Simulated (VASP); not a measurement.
# Mg (C2) in VASP: single point with PBE

Aim: the single point of Mg with PBE.

All numbers are computed with VASP 6.6.1; they aren't measurements. Logs are shortened: lines on timing, memory, paths and dates and some standing lists are left out, and cuts for length are marked.

### 1 The cell of the first run

It takes space group C2 (No. 5, monoclinic). The conventional cell has a = 5.517 Å, b = 3.185 Å, c = 7.916 Å, α = 90.00°, β = 103.43°, γ = 90.00°. Mg (site symmetry 2) has 12 Mg at 3.09 to 3.24 Å within 4.1 Å. Mg (site symmetry 1) has 12 Mg at 3.09 to 3.24 Å within 4.1 Å.

### 2 Single point, PBE

INCAR reads:

```
SYSTEM = Mg
ALGO = Fast
EDIFF = 1E-6
ENCUT = 520
GGA = PE
ISIF = 2
ISMEAR = 0
LASPH = .TRUE.
LCHARG = .FALSE.
LREAL = .FALSE.
LWAVE = .FALSE.
NBANDS = 10
NELM = 100
PREC = Accurate
SIGMA = 0.05
```

KPOINTS reads:

```
k-points
0
G
  12 12 12
  0 0 0
```

POSCAR reads:

```
Mg
1.0
    1.5926943142      0.9195424911      7.6998773267
   -1.5926943142      0.9195424911      7.6998773267
    0.0000000000     -1.8390849821      7.6998773267
Mg
3
Direct
    0.0470900155     -0.0470900155      0.0000000000
    0.2219355900      0.2219355900      0.2219355900
    0.7780644100      0.7780644100      0.7780644100
```

Potentials or basis: VASP PAW PBE potentials, release 64 (Mg).

Launch:

```
$ cat potpaw_PBE.64/Mg/POTCAR > POTCAR
$ mpirun -np 1 vasp_std > vasp.out
```

OUTCAR:

```text
SYSTEM = Mg
   EDIFF = 1E-6
   ENCUT = 520
   GGA = PE
   ISIF = 2
   ISMEAR = 0
   LASPH = .TRUE.
   LREAL = .FALSE.
   NELM = 100
   PREC = Accurate

 ion  position               nearest neighbor table
   1  0.047  0.953  0.000-   3 3.09   2 3.09   2 3.17   3 3.17   3 3.24   2 3.24
   2  0.222  0.222  0.222-   1 3.09   3 3.15   3 3.15   3 3.15   1 3.17   1 3.24
   3  0.778  0.778  0.778-   1 3.09   2 3.15   2 3.15   2 3.15   1 3.17   1 3.24

  LATTYP: Found a trigonal (rhomboedric) cell.
 ALAT       =     7.9164603465
 COS(alpha) =     0.9190470325

  Lattice vectors:

 A1 = (   1.5926943142,   0.9195424911,   7.6998773267)
 A2 = (  -1.5926943142,   0.9195424911,   7.6998773267)
 A3 = (   0.0000000000,  -1.8390849821,   7.6998773267)

Analysis of symmetry for initial positions (statically):
=====================================================================
 Subroutine PRICEL returns:
 Original cell was already a primitive cell.

 Routine SETGRP: Setting up the symmetry group for a
 trigonal (rhombohedral) supercell.

 Subroutine GETGRP returns: Found  2 space group operations
 (whereof  2 operations were pure point group operations)
 out of a pool of 12 trial point group operations.

The static configuration has the point symmetry C_2 .

Analysis of symmetry for dynamics (positions and initial velocities):
=====================================================================
 Subroutine PRICEL returns:
 Original cell was already a primitive cell.

 Routine SETGRP: Setting up the symmetry group for a
 trigonal (rhombohedral) supercell.

 Subroutine GETGRP returns: Found  2 space group operations
 (whereof  2 operations were pure point group operations)
 out of a pool of 12 trial point group operations.

The dynamic configuration has the point symmetry C_2 .

 Subroutine INISYM returns: Found  2 space group operations
 (whereof  2 operations are pure point group operations),
 and found     1 'primitive' translations

----------------------------------------------------------------------------------------

                                     Primitive cell

  volume of cell :      67.6611

  direct lattice vectors                    reciprocal lattice vectors
     1.592694314  0.919542491  7.699877327     0.313933437  0.181249554  0.043290733
    -1.592694314  0.919542491  7.699877327    -0.313933437  0.181249554  0.043290733
     0.000000000 -1.839084982  7.699877327     0.000000000 -0.362499109  0.043290733

  length of vectors
     7.916460346  7.916460346  7.916460346     0.365074912  0.365074912  0.365074912

  position of ions in fractional coordinates (direct lattice)
     0.047090015  0.952909985  0.000000000
     0.221935590  0.221935590  0.221935590
     0.778064410  0.778064410  0.778064410

  ion indices of the primitive-cell ions
   primitive index   ion index
                 1           1
                 2           2
                 3           3

----------------------------------------------------------------------------------------

 KPOINTS: k-points

Automatic generation of k-mesh.
 Grid dimensions read from file:
 generate k-points for:   12   12   12

 Generating k-lattice:

  Cartesian coordinates                     Fractional coordinates (reciprocal lattice)
     0.026161120  0.015104130  0.003607561     0.083333333  0.000000000  0.000000000
    -0.026161120  0.015104130  0.003607561     0.000000000  0.083333333  0.000000000
     0.000000000 -0.030208259  0.003607561     0.000000000  0.000000000  0.083333333

  Length of vectors
     0.030422909  0.030422909  0.030422909

  Shift w.r.t. Gamma in fractional coordinates (k-lattice)
     0.000000000  0.000000000  0.000000000

 Subroutine IBZKPT returns following result:
 ===========================================

 Found    476 irreducible k-points:

 Following reciprocal coordinates:
            Coordinates               Weight
  0.000000  0.000000  0.000000      1.000000
  0.083333  0.000000  0.000000      4.000000
 -0.000000 -0.000000  0.083333      2.000000
  0.166667 -0.000000  0.000000      4.000000
  0.000000  0.000000  0.166667      2.000000
  0.250000  0.000000  0.000000      4.000000
[... 16 lines left out ...]
 -0.333333  0.000000 -0.083333      4.000000
  0.083333 -0.000000  0.333333      4.000000
 [... further k-points ...]
   k-points           NKPTS =    476   k-points in BZ     NKDIM =    476   number of bands    NBANDS=     10
   number of dos      NEDOS =    301   number of ions     NIONS =      3
   total plane-waves  NPLWV = 216000
   dimension x,y,z NGX =    60 NGY =   60 NGZ =   60
   dimension x,y,z NGXF=   120 NGYF=  120 NGZF=  120
   ions per type =               3
   NGX,Y,Z   is equivalent  to a cutoff of  12.60, 12.60, 12.60 a.u.
   NGXF,Y,Z  is equivalent  to a cutoff of  25.20, 25.20, 25.20 a.u.
 SYSTEM =  Mg
   PREC   = accura    normal or accurate (medium, high low for compatibility)
   ISTART =      0    job   : 0-new  1-cont  2-samecut
   ICHARG =      2    charge: 1-file 2-atom 10-const
   ISPIN  =      1    spin polarized calculation?
   LNONCOLLINEAR =      F non collinear calculations
   LSORBIT =      F    spin-orbit coupling
   LASPH  =      T    aspherical Exc in radial PAW
   ENCUT  =  520.0 eV  38.22 Ry    6.18 a.u.  14.72 14.72 14.72*2*pi/ulx,y,z
   NELM   =    100;   NELMIN=  2; NELMDL= -5     # of ELM steps
   EDIFF  = 0.1E-05   stopping-criterion for ELM
   LREAL  =      F    real-space projection
[... 7 lines left out ...]
   TEBEG  =    0.0;   TEEND  =   0.0 temperature during run
   PSTRESS=    0.0 pullay stress
   NELECT =       6.0000    total number of electrons
   NUPDOWN=      -1.0000    fix difference up-down
   EMIN   =  10.00;   EMAX   =-10.00  energy-range for DOS
   EFERMI =   0.00;   METHOD = LEGACY
   ISMEAR =     0;   SIGMA  =   0.05  broadening in eV -4-tet -1-fermi 0-gaus
   EFERMI_NEDOS =   21; number of points for ismear=-14 and -15
   IALGO  =     68    algorithm
   IMIX   =      4    mixing-type and parameters
     AMIX     =   0.40;   BMIX     =  1.00
     AMIX_MAG =   1.60;   BMIX_MAG =  1.00
  volume/ion in A,a.u.               =      22.55       152.20
  Fermi-wavevector in a.u.,A,eV,Ry     =   0.730038  1.379572  7.251300  0.532956
  Thomas-Fermi vector in A             =   1.821909
   LORBIT       =      0    0 simple, 1 ext, 2 COOP (PROOUT), +10 PAW based schemes
   GGA     = PE    functional components
   LHFCALC =     F    Hartree Fock is set to
   AEXX    =    0.0000 exact exchange contribution
   IVDW    =     0    specifies the selected vdW correction
   LEPSILON=     F    determine dielectric tensor
   LRPA    =     F    only Hartree local field effects (RPA)
 non-spin polarized calculation
 RMM-DIIS sequential band-by-band and
 Gauss-broadening in eV      SIGMA  =   0.05
  energy-cutoff  :      520.00
  volume of cell :       67.66
 maximum number of plane-waves:      1841
   NGX = 29   NGY = 29   NGZ = 29

 number of electron       6.0000000 magnetization

 Free energy of the ion-electron system (eV)
  ---------------------------------------------------
  ext. energy  EPLUGINS =         0.00000000
  ---------------------------------------------------
  free energy    TOTEN  =        -4.49750093 eV

  energy without entropy =       -4.49559575  energy(sigma->0) =       -4.49654834

 E-fermi :   2.6908     XC(G=0):  -8.5460

 val. band max:        2.6869187219   @ k =   0.5000   0.3333   0.3333
 cond. band min:       2.6931630354   @ k =   0.2500  -0.1667   0.4167
 fundamental gap:      0.0062443135
 Fermi energy:         2.6907651801

 k-point     1 :       0.0000    0.0000    0.0000
  band No.  band energies     occupation
      1      -4.2821      2.00000
      2      -1.7784      2.00000
      3      -1.7608      2.00000
      4       5.4686      0.00000
      5       5.4732      0.00000
      6      13.8847      0.00000
      7      13.8862      0.00000
      8      14.0496      0.00000
      9      14.0641      0.00000
     10      14.2818      0.00000

 k-point     2 :       0.0833    0.0000    0.0000
  band No.  band energies     occupation
      1      -4.1425      2.00000
      2      -1.7715      2.00000
      3      -1.4962      2.00000
      4       5.3332      0.00000
      5       5.8496      0.00000
      6      11.6297      0.00000
      7      12.4222      0.00000
      8      12.7623      0.00000
      9      13.3354      0.00000
     10      13.5358      0.00000

 k-point     3 :      -0.0000   -0.0000    0.0833
  band No.  band energies     occupation
      1      -4.1425      2.00000
      2      -1.7716      2.00000
      3      -1.4961      2.00000
      4       5.3325      0.00000
      5       5.8506      0.00000
      6      11.6276      0.00000
      7      12.4233      0.00000
      8      12.7705      0.00000
      9      13.3313      0.00000
     10      13.5373      0.00000

 k-point     4 :       0.1667   -0.0000    0.0000
  band No.  band energies     occupation
      1      -3.7249      2.00000
      2      -1.5016      2.00000
      3      -0.9543      2.00000
      4       5.4272      0.00000
      5       6.4506      0.00000
      6       9.0930      0.00000
      7      10.0439      0.00000
      8      11.7766      0.00000
      9      11.9482      0.00000
     10      12.2544      0.00000

 k-point     5 :       0.0000    0.0000    0.1667
  band No.  band energies     occupation
      1      -3.7249      2.00000
      2      -1.5017      2.00000
      3      -0.9541      2.00000
      4       5.4253      0.00000
      5       6.4537      0.00000
      6       9.0902      0.00000
      7      10.0464      0.00000
      8      11.7843      0.00000
      9      11.9455      0.00000
     10      12.2612      0.00000

 k-point     6 :       0.2500    0.0000    0.0000
  band No.  band energies     occupation
      1      -3.0329      2.00000
      2      -0.9628      2.00000
      3      -0.1491      2.00000
      4       5.6047      0.00000
      5       6.7122      0.00000
      6       7.2819      0.00000
      7       7.9914      0.00000
      8       9.8211      0.00000
      9      11.0218      0.00000
     10      11.3798      0.00000
[... 183 lines left out ...]
 k-point    21 :       0.0833    0.0000    0.2500
  band No.  band energies     occupation
      1      -3.2916      2.00000
      2      -1.3524      2.00000
      3      -0.2637      2.00000
      4       5.2696      0.00000
      5       7.2249      0.00000
      6       7.9623      0.00000
      7       8.9965      0.00000
      8       9.6501      0.00000
      9      10.3244      0.00000
     10      11.2570      0.00000

 k-point    22 :       0.3333    0.0833   -0.0000
  band No.  band energies     occupation
      1      -2.4599      2.00000
      2      -0.6747      2.00000
      3       0.6701      2.00000
      4       5.1568      0.00000
      5       6.1473      0.00000
      6       6.9062      0.00000
      7       8.1511      0.00000
      8       8.3955      0.00000
      9       9.3906      0.00000
     10       9.7859      0.00000

 k-point    23 :      -0.3333    0.0000   -0.0833
  band No.  band energies     occupation
      1      -2.4599      2.00000
      2      -0.6748      2.00000
      3       0.6703      2.00000
      4       5.1564      0.00000
      5       6.1462      0.00000
      6       6.9055      0.00000
      7       8.1560      0.00000
      8       8.3930      0.00000
      9       9.3937      0.00000
     10       9.7824      0.00000

 k-point    24 :       0.0833   -0.0000    0.3333
  band No.  band energies     occupation
      1      -2.4599      2.00000
      2      -0.6750      2.00000
      3       0.6705      2.00000
      4       5.1532      0.00000
      5       6.1514      0.00000
      6       6.9070      0.00000
      7       8.1573      0.00000
      8       8.3920      0.00000
      9       9.3906      0.00000
     10       9.7823      0.00000

 [... further k-points ...]

------------------------ aborting loop because EDIFF is reached ----------------------------------------

  FORCE on cell =-STRESS in cart. coord.  units (eV):
  Direction    XX          YY          ZZ          XY          YZ          ZX
  --------------------------------------------------------------------------------------
  -------------------------------------------------------------------------------------
  Total        0.2452199      0.2589046      0.2933047      0.0000000      0.0445961      0.0000000
  in kB        5.8066684      6.1307131      6.9452888      0.0000000      1.0560112      0.0000000
  external PRESSURE =       6.2942234 kB  Pullay stress =       0.0000000 kB

 VOLUME and BASIS-vectors are now :
 -----------------------------------------------------------------------------
  energy-cutoff  :      520.00
  volume of cell :       67.66
      direct lattice vectors                 reciprocal lattice vectors
     1.592694314  0.919542491  7.699877327     0.313933437  0.181249554  0.043290733
    -1.592694314  0.919542491  7.699877327    -0.313933437  0.181249554  0.043290733
     0.000000000 -1.839084982  7.699877327     0.000000000 -0.362499109  0.043290733

 POSITION                                       TOTAL-FORCE (eV/Angst)
 -----------------------------------------------------------------------------------
     -1.44269      0.91954      7.69988        -0.114798     -0.000000     -0.000000
      0.00000      0.00000      5.12663         0.057399     -0.008557      0.001371
      0.00000      0.00000     17.97300         0.057399      0.008557     -0.001371
 -----------------------------------------------------------------------------------
    total drift:                                0.000007      0.000000     -0.000000

  FREE ENERGIE OF THE ION-ELECTRON SYSTEM (eV)
  ---------------------------------------------------
  free  energy   TOTEN  =        -4.4975009318 eV

  energy  without entropy=       -4.4955957509  energy(sigma->0) =       -4.49654834
```

It took 18 min on 1 thread of Intel Xeon Platinum 8259CL at 2.50GHz (Skylake/Cascade Lake), shared host; peak memory 0.68 GiB.

What came out:

| Quantity | Value |
| --- | --- |
| Free energy | -4.4975 eV |
| Pressure | 0.6 GPa |
| Largest force | 0.115 eV/Å |
| Band gap on the k mesh | zero (bands 3 and 4 overlap by 2.23 eV) |

Forces on the atoms (eV/Å):
```
Mg  -0.115  0.000  0.000
Mg   0.057 -0.009  0.001
Mg   0.057  0.009 -0.001
```
